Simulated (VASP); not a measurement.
A run of VASP 6.6.1:

The input INCAR:

```
SYSTEM = CaSe
ALGO     = Normal         ! electronic algorithm
EDIFF    = 1E-6           ! SCF threshold, eV
ENCUT    = 520            ! plane-wave cutoff, eV
GGA      = PE             ! functional
ISIF     = 2              ! what is computed and relaxed
ISMEAR   = -1             ! smearing method
LASPH    = .TRUE.         ! aspherical terms in the spheres
LCHARG   = .FALSE.        ! write CHGCAR
LREAL    = .FALSE.        ! projectors in reciprocal space
LWAVE    = .FALSE.        ! write WAVECAR
NBANDS   = 15             ! bands
NELM     = 60             ! most SCF steps
PREC     = Accurate       ! precision mode
SIGMA    = 0.03           ! smearing width, eV
```

Contents of KPOINTS:

```
k-points
0
G
  12 12 12
  0 0 0
```

POSCAR

```
CaSe
1.0
    0.0000000000      2.9789653787      2.9789653787
    2.9789653787      0.0000000000      2.9789653787
    2.9789653787      2.9789653787      0.0000000000
Ca Se
1 1
Direct
    0.0000000000      0.0000000000      0.0000000000
    0.5000000000      0.5000000000      0.5000000000
```

Potentials or basis: VASP PAW PBE potentials, release 64 (Ca_sv, Se).

Command:

```sh
$ cat potpaw_PBE.64/Ca_sv/POTCAR potpaw_PBE.64/Se/POTCAR > POTCAR
$ mpirun -np 1 vasp_std > vasp.out
```

Hardware: 1 thread of Intel(R) Xeon(R) Platinum 8488C (Sapphire Rapids) (shared host).

Problem. How long does it take, and how much memory?

Solution. It took 27 s on 1 thread of Intel(R) Xeon(R) Platinum 8488C (Sapphire Rapids), on a shared host, peak memory 0.2 GiB. Counts: scf iterations 13, k points 72.
